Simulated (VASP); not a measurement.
# InAs in VASP: further runs

Runs on InAs. Level: PBE. Tasks: single point.

Program: VASP 6.6.1. These are calculated values, not measurements. Logs are shortened: lines on timing, memory, paths and dates and some standing lists are left out, and cuts for length are marked.

**1. The cell of the first run**

The cell holds a wire or tube with vacuum around it, 2 atoms: a = 9.000 Å, b = 9.300 Å, c = 4.822 Å, α = 90.00°, β = 90.00°, γ = 90.00°.

**2. Single point, PBE, collinear spin**

File INCAR:

```
SYSTEM = InAs
  ALGO = Normal
  EDIFF = 1E-6
  ENCUT = 520
  GGA = PE
  ISIF = 2
  ISMEAR = 0
  ISPIN = 2
  LASPH = .True.
  LCHARG = .True.
  LELF = .True.
  LORBIT = 11
  LREAL = .False.
  LVHAR = .True.
  LWAVE = .False.
  MAGMOM = 0.5 0.5
  NBANDS = 20
  NELM = 150
  PREC = Accurate
  SIGMA = 0.05
```

File KPOINTS:

```
k-points
0
Gamma
  1 1 14
  0 0 0
```

File POSCAR:

```
InAs
1.0
    9.0000000000      0.0000000000      0.0000000000
    0.0000000000      9.3000000000      0.0000000000
    0.0000000000      0.0000000000      4.8217646608
In As
1 1
Direct
    0.5000000000      0.5000000000      0.0000000000
    0.5000000000      0.5000000000      0.5000000000
```

Potentials or basis: VASP PAW PBE potentials, release 64 (In_d, As).

Command:

```
$ cat potpaw_PBE.64/In_d/POTCAR potpaw_PBE.64/As/POTCAR > POTCAR
$ mpirun -np 1 vasp_std > vasp.out
```

OUTCAR:

```text
SYSTEM = InAs
   EDIFF = 1E-6
   ENCUT = 520
   GGA = PE
   ISIF = 2
   ISMEAR = 0
   ISPIN = 2
   LASPH = .True.
   LORBIT = 11
   LREAL = .False.
   NELM = 150
   PREC = Accurate

 ion  position               nearest neighbor table
   1  0.500  0.500  0.000-   2 2.41   2 2.41
   2  0.500  0.500  0.500-   1 2.41   1 2.41

  LATTYP: Found a simple orthorhombic cell.
 ALAT       =     4.8217646608
 B/A-ratio  =     1.8665365552
 C/A-ratio  =     1.9287544404

  Lattice vectors:

 A1 = (   0.0000000000,   0.0000000000,   4.8217646608)
 A2 = (   9.0000000000,   0.0000000000,   0.0000000000)
 A3 = (   0.0000000000,   9.3000000000,   0.0000000000)

Analysis of symmetry for initial positions (statically):
=====================================================================
 Subroutine PRICEL returns:
 Original cell was already a primitive cell.

 Routine SETGRP: Setting up the symmetry group for a
 simple orthorhombic supercell.

 Subroutine GETGRP returns: Found  8 space group operations
 (whereof  8 operations were pure point group operations)
 out of a pool of  8 trial point group operations.

The static configuration has the point symmetry D_2h.

Analysis of symmetry for dynamics (positions and initial velocities):
=====================================================================
 Subroutine PRICEL returns:
 Original cell was already a primitive cell.

 Routine SETGRP: Setting up the symmetry group for a
 simple orthorhombic supercell.

 Subroutine GETGRP returns: Found  8 space group operations
 (whereof  8 operations were pure point group operations)
 out of a pool of  8 trial point group operations.

The dynamic configuration has the point symmetry D_2h.

Analysis of structural, dynamic, and magnetic symmetry:
=====================================================================
 Subroutine PRICEL returns:
 Original cell was already a primitive cell.

 Routine SETGRP: Setting up the symmetry group for a
 simple orthorhombic supercell.

 Subroutine GETGRP returns: Found  8 space group operations
 (whereof  8 operations were pure point group operations)
 out of a pool of  8 trial point group operations.

The overall configuration has the point symmetry D_2h.

 Subroutine INISYM returns: Found  8 space group operations
 (whereof  8 operations are pure point group operations),
 and found     1 'primitive' translations

----------------------------------------------------------------------------------------

                                     Primitive cell

  volume of cell :     403.5817

  direct lattice vectors                    reciprocal lattice vectors
     9.000000000  0.000000000  0.000000000     0.111111111  0.000000000  0.000000000
     0.000000000  9.300000000  0.000000000     0.000000000  0.107526882  0.000000000
     0.000000000  0.000000000  4.821764661     0.000000000  0.000000000  0.207392951

  length of vectors
     9.000000000  9.300000000  4.821764661     0.111111111  0.107526882  0.207392951

  position of ions in fractional coordinates (direct lattice)
     0.500000000  0.500000000  0.000000000
     0.500000000  0.500000000  0.500000000

  ion indices of the primitive-cell ions
   primitive index   ion index
                 1           1
                 2           2

----------------------------------------------------------------------------------------

 KPOINTS: k-points

Automatic generation of k-mesh.
 Grid dimensions read from file:
 generate k-points for:    1    1   14

 Generating k-lattice:

  Cartesian coordinates                     Fractional coordinates (reciprocal lattice)
     0.111111111  0.000000000  0.000000000     1.000000000  0.000000000  0.000000000
     0.000000000  0.107526882  0.000000000     0.000000000  1.000000000  0.000000000
     0.000000000  0.000000000  0.014813782     0.000000000  0.000000000  0.071428571

  Length of vectors
     0.111111111  0.107526882  0.014813782

  Shift w.r.t. Gamma in fractional coordinates (k-lattice)
     0.000000000  0.000000000  0.000000000

 Subroutine IBZKPT returns following result:
 ===========================================

 Found      8 irreducible k-points:

 Following reciprocal coordinates:
            Coordinates               Weight
  0.000000  0.000000  0.000000      1.000000
  0.000000  0.000000  0.071429      2.000000
  0.000000  0.000000  0.142857      2.000000
  0.000000  0.000000  0.214286      2.000000
  0.000000  0.000000  0.285714      2.000000
  0.000000  0.000000  0.357143      2.000000
  0.000000  0.000000  0.428571      2.000000
  0.000000  0.000000  0.500000      1.000000
   k-points           NKPTS =      8   k-points in BZ     NKDIM =      8   number of bands    NBANDS=     20
   number of dos      NEDOS =    301   number of ions     NIONS =      2
   total plane-waves  NPLWV = 176400
   dimension x,y,z NGX =    70 NGY =   70 NGZ =   36
   dimension x,y,z NGXF=   140 NGYF=  140 NGZF=   72
   ions per type =               1   1
   NGX,Y,Z   is equivalent  to a cutoff of  12.93, 12.51, 12.41 a.u.
   NGXF,Y,Z  is equivalent  to a cutoff of  25.86, 25.03, 24.82 a.u.
 SYSTEM =  InAs
   PREC   = accura    normal or accurate (medium, high low for compatibility)
   ISTART =      0    job   : 0-new  1-cont  2-samecut
   ICHARG =      2    charge: 1-file 2-atom 10-const
   ISPIN  =      2    spin polarized calculation?
   LNONCOLLINEAR =      F non collinear calculations
   LSORBIT =      F    spin-orbit coupling
   LASPH  =      T    aspherical Exc in radial PAW
   ENCUT  =  520.0 eV  38.22 Ry    6.18 a.u.  16.73 17.29  8.97*2*pi/ulx,y,z
   NELM   =    150;   NELMIN=  2; NELMDL= -5     # of ELM steps
   EDIFF  = 0.1E-05   stopping-criterion for ELM
   LREAL  =      F    real-space projection
   EDIFFG = 0.1E-04   stopping-criterion for IOM
   NSW    =      0    number of steps for IOM
   IBRION =     -1    ionic relax: 0-MD 1-quasi-New 2-CG
   NFREE  =      0    steps in history (QN), initial steepest desc. (CG)
   ISIF   =      2    stress and relaxation
   ISYM   =      2    0-nonsym 1-usesym 2-fastsym
   POTIM  = 0.5000    time-step for ionic-motion
   TEBEG  =    0.0;   TEEND  =   0.0 temperature during run
   PSTRESS=    0.0 pullay stress
   NELECT =      18.0000    total number of electrons
   NUPDOWN=      -1.0000    fix difference up-down
   EMIN   =  10.00;   EMAX   =-10.00  energy-range for DOS
   EFERMI =   0.00;   METHOD = LEGACY
   ISMEAR =     0;   SIGMA  =   0.05  broadening in eV -4-tet -1-fermi 0-gaus
   EFERMI_NEDOS =   21; number of points for ismear=-14 and -15
   IALGO  =     38    algorithm
   IMIX   =      4    mixing-type and parameters
     AMIX     =   0.40;   BMIX     =  1.00
     AMIX_MAG =   1.60;   BMIX_MAG =  1.00
  volume/ion in A,a.u.               =     201.79      1361.75
  Fermi-wavevector in a.u.,A,eV,Ry     =   0.580571  1.097120  4.586013  0.337062
  Thomas-Fermi vector in A             =   1.624731
   LORBIT       =     11    0 simple, 1 ext, 2 COOP (PROOUT), +10 PAW based schemes
   GGA     = PE    functional components
   LHFCALC =     F    Hartree Fock is set to
   AEXX    =    0.0000 exact exchange contribution
   IVDW    =     0    specifies the selected vdW correction
   LEPSILON=     F    determine dielectric tensor
   LRPA    =     F    only Hartree local field effects (RPA)
 spin polarized calculation
 Gauss-broadening in eV      SIGMA  =   0.05
  energy-cutoff  :      520.00
  volume of cell :      403.58
 maximum number of plane-waves:     10890
 NGX is ok and might be reduce to    70
   NGX = 33   NGY = 35   NGZ = 17

 number of electron      18.0000007 magnetization       0.6092073

 Free energy of the ion-electron system (eV)
  ---------------------------------------------------
  ext. energy  EPLUGINS =         0.00000000
  ---------------------------------------------------
  free energy    TOTEN  =        -4.95296123 eV

  energy without entropy =       -4.94746353  energy(sigma->0) =       -4.95021238

 E-fermi :  -3.7240     XC(G=0):  -2.4195

 val. band max:       -3.7359432525   @ k =   0.0000   0.0000   0.1429
 cond. band min:      -3.5880661341   @ k =   0.0000   0.0000   0.1429
 fundamental gap:      0.1478771183
 Fermi energy:        -3.7240055468

 spin component 1

 k-point     1 :       0.0000    0.0000    0.0000
  band No.  band energies     occupation
      1     -18.7814      1.00000
      2     -18.2372      1.00000
      3     -18.2369      1.00000
      4     -18.2024      1.00000
      5     -18.2023      1.00000
      6     -13.6494      1.00000
[... 12 lines left out ...]
     19       4.3169      0.00000
     20       4.4630      0.00000

 k-point     2 :       0.0000    0.0000    0.0714
  band No.  band energies     occupation
      1     -18.7722      1.00000
      2     -18.2381      1.00000
      3     -18.2378      1.00000
      4     -18.2024      1.00000
      5     -18.2023      1.00000
      6     -13.6537      1.00000
[... 12 lines left out ...]
     19       4.2352      0.00000
     20       4.3285      0.00000

 k-point     3 :       0.0000    0.0000    0.1429
  band No.  band energies     occupation
      1     -18.7460      1.00000
      2     -18.2405      1.00000
      3     -18.2403      1.00000
      4     -18.2023      1.00000
      5     -18.2023      1.00000
      6     -13.6661      1.00000
[... 12 lines left out ...]
     19       4.2714      0.00000
     20       4.3664      0.00000

 k-point     4 :       0.0000    0.0000    0.2143
  band No.  band energies     occupation
      1     -18.7073      1.00000
      2     -18.2440      1.00000
      3     -18.2438      1.00000
      4     -18.2023      1.00000
      5     -18.2022      1.00000
      6     -13.6852      1.00000
[... 58 lines left out ...]
     19       3.6503      0.00000
     20       3.9710      0.00000

 k-point     7 :       0.0000    0.0000    0.4286
  band No.  band energies     occupation
      1     -18.5933      1.00000
      2     -18.2539      1.00000
      3     -18.2536      1.00000
      4     -18.2021      1.00000
      5     -18.2021      1.00000
      6     -13.7480      1.00000
[... 12 lines left out ...]
     19       3.5419      0.00000
     20       3.9070      0.00000

 k-point     8 :       0.0000    0.0000    0.5000
  band No.  band energies     occupation
      1     -18.5828      1.00000
      2     -18.2547      1.00000
      3     -18.2545      1.00000
      4     -18.2021      1.00000
      5     -18.2021      1.00000
      6     -13.7542      1.00000
[... 12 lines left out ...]
     19       3.6590      0.00000
     20       3.7905      0.00000
 Fermi energy:        -3.7240055468

 spin component 2

 k-point     1 :       0.0000    0.0000    0.0000
  band No.  band energies     occupation
      1     -18.7413      1.00000
      2     -18.2195      1.00000
      3     -18.2193      1.00000
      4     -18.1946      1.00000
      5     -18.1946      1.00000
      6     -13.3450      1.00000
[... 12 lines left out ...]
     19       4.3776      0.00000
     20       4.5201      0.00000

 k-point     2 :       0.0000    0.0000    0.0714
  band No.  band energies     occupation
      1     -18.7330      1.00000
      2     -18.2203      1.00000
      3     -18.2201      1.00000
      4     -18.1946      1.00000
      5     -18.1946      1.00000
      6     -13.3463      1.00000
[... 12 lines left out ...]
     19       4.3163      0.00000
     20       4.4239      0.00000

 k-point     3 :       0.0000    0.0000    0.1429
  band No.  band energies     occupation
      1     -18.7096      1.00000
      2     -18.2226      1.00000
      3     -18.2224      1.00000
      4     -18.1946      1.00000
      5     -18.1945      1.00000
      6     -13.3499      1.00000
[... 12 lines left out ...]
     19       4.3493      0.00000
     20       4.4536      0.00000

 k-point     4 :       0.0000    0.0000    0.2143
  band No.  band energies     occupation
      1     -18.6752      1.00000
      2     -18.2259      1.00000
      3     -18.2258      1.00000
      4     -18.1945      1.00000
      5     -18.1945      1.00000
      6     -13.3556      1.00000
[... 61 lines left out ...]
 k-point     7 :       0.0000    0.0000    0.4286
  band No.  band energies     occupation
      1     -18.5743      1.00000
      2     -18.2352      1.00000
      3     -18.2350      1.00000
      4     -18.1944      1.00000
      5     -18.1944      1.00000
      6     -13.3747      1.00000
[... 12 lines left out ...]
     19       3.6127      0.00000
     20       3.9921      0.00000

 k-point     8 :       0.0000    0.0000    0.5000
  band No.  band energies     occupation
      1     -18.5651      1.00000
      2     -18.2360      1.00000
      3     -18.2358      1.00000
      4     -18.1944      1.00000
      5     -18.1944      1.00000
      6     -13.3767      1.00000
[... 12 lines left out ...]
     19       3.7955      0.00000
     20       3.8466      0.00000

------------------------ aborting loop because EDIFF is reached ----------------------------------------

  FORCE on cell =-STRESS in cart. coord.  units (eV):
  Direction    XX          YY          ZZ          XY          YZ          ZX
  --------------------------------------------------------------------------------------
  -------------------------------------------------------------------------------------
  Total        0.0411100      0.0264906      4.4526199      0.0000000      0.0000000     -0.0000000
  in kB        0.1632023      0.1051648     17.6764374      0.0000000      0.0000000     -0.0000000
  external PRESSURE =       5.9816015 kB  Pullay stress =       0.0000000 kB

 VOLUME and BASIS-vectors are now :
 -----------------------------------------------------------------------------
  energy-cutoff  :      520.00
  volume of cell :      403.58
      direct lattice vectors                 reciprocal lattice vectors
     9.000000000  0.000000000  0.000000000     0.111111111  0.000000000  0.000000000
     0.000000000  9.300000000  0.000000000     0.000000000  0.107526882  0.000000000
     0.000000000  0.000000000  4.821764661     0.000000000  0.000000000  0.207392951

 POSITION                                       TOTAL-FORCE (eV/Angst)
 -----------------------------------------------------------------------------------
      4.50000      4.65000      0.00000         0.000000      0.000000      0.000000
      4.50000      4.65000      2.41088         0.000000      0.000000      0.000000
 -----------------------------------------------------------------------------------
    total drift:                                0.000000      0.000000      0.000000

  FREE ENERGIE OF THE ION-ELECTRON SYSTEM (eV)
  ---------------------------------------------------
  free  energy   TOTEN  =        -4.9529612262 eV

  energy  without entropy=       -4.9474635333  energy(sigma->0) =       -4.95021238

 total charge

# of ion       s       p       d       tot
------------------------------------------
    1        0.997   0.564   9.862  11.423
    2        1.255   1.491   0.017   2.763
--------------------------------------------------
tot          2.252   2.055   9.880  14.186

 magnetization (x)

# of ion       s       p       d       tot
------------------------------------------
    1        0.018  -0.005   0.015   0.028
    2        0.015   0.239   0.001   0.254
--------------------------------------------------
tot          0.033   0.234   0.016   0.282
```

It took 2.6 min on 1 thread of AMD EPYC 9R14 (Zen 4), shared host; peak memory 0.54 GiB.

What came out:

* Free energy: -4.9530 eV
* Net moment: 0.61 μB per cell
* Site moments: In +0.03; As +0.25 μB
* Valence electrons inside the program's atomic spheres: In 11.42; As 2.76

Levels at points of the mesh, in eV from the Fermi level:
Spin up:
| k point | band 5 | band 6 | band 7 | band 8 | band 9 | band 10 | band 11 | band 12 | band 13 | band 14 |
| --- | --- | --- | --- | --- | --- | --- | --- | --- | --- | --- |
| (0.00, 0.00, 0.00) | -14.48 | -9.93 | -2.96 | -1.44 | -1.16 | -1.16 | 3.91 | 4.46 | 4.47 | 5.07 |
| (0.00, 0.00, 0.50) | -14.48 | -10.03 | -5.75 | -0.15 | -0.15 | 1.96 | 1.96 | 4.83 | 5.23 | 6.38 |
Spin down:
```
           k point  band 6  band 7  band 8  band 9  band 10  band 11  band 12  band 13
(0.00, 0.00, 0.00)   -9.62   -2.78   -1.32   -0.81    -0.81     3.97     4.63     4.65
(0.00, 0.00, 0.50)   -9.65   -5.67    0.33    0.33     2.00     2.01     4.91     5.34
```

Caveat: spin-orbit coupling is left out, which moves the levels of the heavy elements.

[end of part 1 of 2]
